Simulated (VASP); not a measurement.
# AgI (F-43m) in VASP: a series of runs, part 2 of 2

VASP 6.6.1. Earlier steps stand in the parts before.

**3. Single point, LDA**

This run uses another cell than the first one, of 28.32 Å³/atom, 1.090 times its volume.

File INCAR:

```
ALGO = Normal
EDIFF = 1E-6
ENCUT = 500
GGA_COMPAT = False
ISIF = 2
ISMEAR = 0
LASPH = True
LCHARG = False
LREAL = False
LWAVE = False
NBANDS = 16
NELM = 120
PREC = Accurate
SIGMA = 0.01
```

File KPOINTS:

```
k-points
0
Gamma
  6 6 6
```

File POSCAR:

```
AgI
1.0
    0.0000000000      3.0479546085      3.0479546085
    3.0479546085      0.0000000000      3.0479546085
    3.0479546085      3.0479546085      0.0000000000
Ag I
1 1
Direct
    0.0000000000      0.0000000000      0.0000000000
    0.7500000000      0.7500000000      0.7500000000
```

Potentials or basis: VASP PAW LDA potentials, release 64 (Ag, I).

Launch:

```sh
cat potpaw_LDA.64/Ag/POTCAR potpaw_LDA.64/I/POTCAR > POTCAR
mpirun -np 1 vasp_std > vasp.out
```

OUTCAR:

```text
EDIFF = 1E-6
   ENCUT = 500
   ISIF = 2
   ISMEAR = 0
   LASPH = True
   LREAL = False
   NELM = 120
   PREC = Accurate

 ion  position               nearest neighbor table
   1  0.000  0.000  0.000-   2 2.64   2 2.64   2 2.64   2 2.64
   2  0.750  0.750  0.750-   1 2.64   1 2.64   1 2.64   1 2.64

  LATTYP: Found a face centered cubic cell.
 ALAT       =     6.0959092170

  Lattice vectors:

 A1 = (   0.0000000000,   3.0479546085,   3.0479546085)
[... 478 lines left out ...]

------------------------ aborting loop because EDIFF is reached ----------------------------------------

  FORCE on cell =-STRESS in cart. coord.  units (eV):
  Direction    XX          YY          ZZ          XY          YZ          ZX
  --------------------------------------------------------------------------------------
  -------------------------------------------------------------------------------------
  Total        2.4694660      2.4694660      2.4694660      0.0000000      0.0000000     -0.0000000
  in kB       69.8647573     69.8647573     69.8647573      0.0000000      0.0000000     -0.0000000
  external PRESSURE =      69.8647573 kB  Pullay stress =       0.0000000 kB

 VOLUME and BASIS-vectors are now :
 -----------------------------------------------------------------------------
  energy-cutoff  :      500.00
  volume of cell :       56.63
      direct lattice vectors                 reciprocal lattice vectors
     0.000000000  3.047954608  3.047954608    -0.164044438  0.164044438  0.164044438
     3.047954608  0.000000000  3.047954608     0.164044438 -0.164044438  0.164044438
     3.047954608  3.047954608  0.000000000     0.164044438  0.164044438 -0.164044438

 POSITION                                       TOTAL-FORCE (eV/Angst)
 -----------------------------------------------------------------------------------
      0.00000      0.00000      0.00000         0.000000      0.000000      0.000000
      4.57193      4.57193      4.57193        -0.000000     -0.000000     -0.000000
 -----------------------------------------------------------------------------------
    total drift:                                0.000000      0.000000      0.000000

  FREE ENERGIE OF THE ION-ELECTRON SYSTEM (eV)
  ---------------------------------------------------
  free  energy   TOTEN  =        -5.9797487529 eV

  energy  without entropy=       -5.9797487529  energy(sigma->0) =       -5.97974875
```

OSZICAR:

```text
N       E                     dE             d eps       ncg     rms          rms(c)
DAV:   1     0.909961558182E+02    0.90996E+02   -0.78562E+03   520   0.940E+02
DAV:   2    -0.287119390089E+01   -0.93867E+02   -0.87696E+02   624   0.202E+02
DAV:   3    -0.610208968692E+01   -0.32309E+01   -0.32237E+01   624   0.390E+01
DAV:   4    -0.614674663509E+01   -0.44657E-01   -0.44655E-01   792   0.441E+00
DAV:   5    -0.614702093759E+01   -0.27430E-03   -0.27430E-03   632   0.254E-01    0.847E+00
DAV:   6    -0.599436879046E+01    0.15265E+00   -0.43669E-01   568   0.914E+00    0.606E+00
DAV:   7    -0.598310186185E+01    0.11267E-01   -0.42823E-02   600   0.142E+00    0.242E+00
DAV:   8    -0.597979154389E+01    0.33103E-02   -0.15644E-03   640   0.250E-01    0.183E-01
DAV:   9    -0.597974241002E+01    0.49134E-04   -0.17135E-04   664   0.160E-01    0.488E-02
DAV:  10    -0.597974806938E+01   -0.56594E-05   -0.11976E-05   640   0.341E-02    0.118E-02
DAV:  11    -0.597974875292E+01   -0.68354E-06   -0.11435E-06   480   0.715E-03
   1 F= -.59797488E+01 E0= -.59797488E+01  d E =-.130101E-45
```

stdout:

```text
POSCAR found type information on POSCAR AgI
 POSCAR found :  2 types and       2 ions
 scaLAPACK will be used
 LDA part: xc-table for (Slater(with rela. corr.)+CA(PZ))
 , standard interpolation
 POSCAR, INCAR and KPOINTS ok, starting setup
 FFT: planning ... GRIDC
 FFT: planning ... GRID_SOFT
 FFT: planning ... GRID
 WAVECAR not read
 entering main loop
```

It took 9.6 s on 1 thread of Intel Xeon Platinum 8375C at 2.90GHz (Ice Lake), shared host; peak memory 0.15 GiB.

Results:

* Free energy: -5.9797 eV
* Pressure: 7.0 GPa
* Band gap on the k mesh: 1.12 eV, direct

Levels at points of the mesh, in eV from the valence-band top:
| k point | band 5 | band 6 | band 7 | band 8 | band 9 | band 10 | band 11 | band 12 | band 13 | band 14 |
| --- | --- | --- | --- | --- | --- | --- | --- | --- | --- | --- |
| (0.00, 0.00, 0.00) | -4.13 | -4.13 | 0.00 | 0.00 | 0.00 | 1.12 | 5.26 | 5.26 | 5.26 | 8.77 |
| (0.50, 0.00, 0.00) | -4.09 | -4.09 | -3.90 | -1.05 | -1.05 | 2.44 | 5.85 | 5.85 | 7.18 | 9.21 |
| (0.50, 0.50, 0.00) | -4.00 | -3.97 | -3.51 | -2.55 | -2.55 | 2.88 | 3.52 | 9.05 | 10.18 | 10.18 |

Caveat: spin-orbit coupling is left out, which moves the levels of the heavy elements.

**4. Single point, LDA**

This run uses another cell than the first one, of 27.30 Å³/atom, 1.051 times its volume.

File INCAR:

```
SYSTEM = AgI
  PREC = Accurate
  ENCUT = 500
  EDIFF = 1E-6
  ISMEAR = 0
  SIGMA = 0.01
  LREAL = .False.
  LASPH = .True.
  NELM = 120
  ALGO = Normal
  ISIF = 2
  LWAVE = .False.
  LCHARG = .False.
  GGA = CA
  NBANDS = 16
  GGA_COMPAT = .False.
```

File KPOINTS:

```
Automatic mesh
0
Gamma
  6 6 6
  0 0 0
```

File POSCAR:

```
AgI
1.0
    0.0000000000      3.0109725104      3.0109725104
    3.0109725104      0.0000000000      3.0109725104
    3.0109725104      3.0109725104      0.0000000000
Ag I
1 1
Direct
    0.0000000000      0.0000000000      0.0000000000
    0.7500000000      0.7500000000      0.7500000000
```

Launch:

```sh
cat potpaw_LDA.64/Ag/POTCAR potpaw_LDA.64/I/POTCAR > POTCAR
mpirun -np 1 vasp_std > vasp.out
```

Wall time 10 s (1 thread of Intel Xeon Platinum 8375C at 2.90GHz (Ice Lake), shared host); peak memory 0.16 GiB.

Results (log left out):

* Free energy: -5.8723 eV
* Pressure: 10.0 GPa
* Band gap on the k mesh: 1.13 eV, direct

Levels at points of the mesh, in eV from the valence-band top:
```csv
k point,band 6,band 7,band 8,band 9,band 10,band 11,band 12,band 13
"(0.00, 0.00, 0.00)",-4.37,0.00,0.00,0.00,1.13,5.18,5.18,5.18
"(0.50, 0.00, 0.00)",-4.32,-4.11,-1.13,-1.13,2.41,5.79,5.79,7.18
"(0.50, 0.50, 0.00)",-4.19,-3.70,-2.72,-2.72,2.77,3.46,9.23,10.31
```

Caveat: spin-orbit coupling is left out, which moves the levels of the heavy elements.

**5. Single point, LDA**

This run uses another cell than the first one, of 29.57 Å³/atom, 1.139 times its volume.

File INCAR:

```
PREC = Accurate ; ENCUT = 500
EDIFF = 1E-6 ; ISMEAR = 0
SIGMA = 0.01 ; LREAL = False
LASPH = True ; NELM = 120
ALGO = Normal ; ISIF = 2
LWAVE = False ; LCHARG = False
GGA = CA ; NBANDS = 16
GGA_COMPAT = False
```

File KPOINTS:

```
regular mesh
0
Gamma
  6 6 6
```

File POSCAR:

```
AgI
1.0
    0.0000000000      3.0924291734      3.0924291734
    3.0924291734      0.0000000000      3.0924291734
    3.0924291734      3.0924291734      0.0000000000
Ag I
1 1
Direct
    0.0000000000      0.0000000000      0.0000000000
    0.7500000000      0.7500000000      0.7500000000
```

Potentials or basis: VASP PAW LDA potentials, release 64 (Ag, I).

Launch:

```sh
cat potpaw_LDA.64/Ag/POTCAR potpaw_LDA.64/I/POTCAR > POTCAR
mpirun -np 1 vasp_std > vasp.out
```

OUTCAR:

```text
PREC = Accurate
   ENCUT = 500
   EDIFF = 1E-6
   ISMEAR = 0
   LREAL = False
   LASPH = True
   NELM = 120
   ISIF = 2
   GGA = CA

 ion  position               nearest neighbor table
   1  0.000  0.000  0.000-   2 2.68   2 2.68   2 2.68   2 2.68
   2  0.750  0.750  0.750-   1 2.68   1 2.68   1 2.68   1 2.68

  LATTYP: Found a face centered cubic cell.
 ALAT       =     6.1848583468

  Lattice vectors:

 A1 = (   0.0000000000,   3.0924291734,   3.0924291734)
[... 478 lines left out ...]

------------------------ aborting loop because EDIFF is reached ----------------------------------------

  FORCE on cell =-STRESS in cart. coord.  units (eV):
  Direction    XX          YY          ZZ          XY          YZ          ZX
  --------------------------------------------------------------------------------------
  -------------------------------------------------------------------------------------
  Total        1.4814605      1.4814605      1.4814605      0.0000000     -0.0000000     -0.0000000
  in kB       40.1302056     40.1302056     40.1302056      0.0000000     -0.0000000     -0.0000000
  external PRESSURE =      40.1302056 kB  Pullay stress =       0.0000000 kB

 VOLUME and BASIS-vectors are now :
 -----------------------------------------------------------------------------
  energy-cutoff  :      500.00
  volume of cell :       59.15
      direct lattice vectors                 reciprocal lattice vectors
     0.000000000  3.092429173  3.092429173    -0.161685190  0.161685190  0.161685190
     3.092429173  0.000000000  3.092429173     0.161685190 -0.161685190  0.161685190
     3.092429173  3.092429173  0.000000000     0.161685190  0.161685190 -0.161685190

 POSITION                                       TOTAL-FORCE (eV/Angst)
 -----------------------------------------------------------------------------------
      0.00000      0.00000      0.00000         0.000000      0.000000      0.000000
      4.63864      4.63864      4.63864        -0.000000     -0.000000     -0.000000
 -----------------------------------------------------------------------------------
    total drift:                               -0.000000     -0.000000     -0.000000

  FREE ENERGIE OF THE ION-ELECTRON SYSTEM (eV)
  ---------------------------------------------------
  free  energy   TOTEN  =        -6.0653215965 eV

  energy  without entropy=       -6.0653215965  energy(sigma->0) =       -6.06532160
```

It took 12 s on 1 thread of Intel Xeon Platinum 8375C at 2.90GHz (Ice Lake), shared host; peak memory 0.15 GiB.

Results:

* Free energy: -6.0653 eV
* Pressure: 4.0 GPa
* Band gap on the k mesh: 1.10 eV, direct

Levels at points of the mesh, in eV from the valence-band top:
```tsv
k point	band 5	band 6	band 7	band 8	band 9	band 10	band 11	band 12	band 13	band 14
(0.00, 0.00, 0.00)	-3.87	-3.87	0.00	0.00	0.00	1.10	5.35	5.35	5.35	8.75
(0.50, 0.00, 0.00)	-3.83	-3.83	-3.66	-0.97	-0.97	2.48	5.92	5.92	7.16	9.12
(0.50, 0.50, 0.00)	-3.75	-3.72	-3.29	-2.36	-2.36	3.01	3.58	8.84	10.01	10.01
```

Caveat: spin-orbit coupling is left out, which moves the levels of the heavy elements. A hybrid or GW would open this gap; LDA tends to underestimate it.

**6. Overview**

| cell | gap on the mesh (eV) | pressure (GPa) |
| --- | --- | --- |
| a = 4.188 Å, angles 60.0°, 2 atoms | 1.14 | 15.0 |
| a = 4.310 Å, angles 60.0°, 2 atoms | 1.12 | 7.0 |
| a = 4.258 Å, angles 60.0°, 2 atoms | 1.13 | 10.0 |
| a = 4.373 Å, angles 60.0°, 2 atoms | 1.10 | 4.0 |

Alike in all rows: task single point; level LDA; potentials or basis VASP PAW LDA potentials, release 64 (Ag, I); no spin polarisation; k mesh 6 × 6 × 6; cutoff (eV) 500; smearing gaussian 0.01 eV.

Caveats: spin-orbit coupling is left out, which moves the levels of the heavy elements.

Total energies depend on the potentials used, so only differences within one code and one set of settings carry meaning.
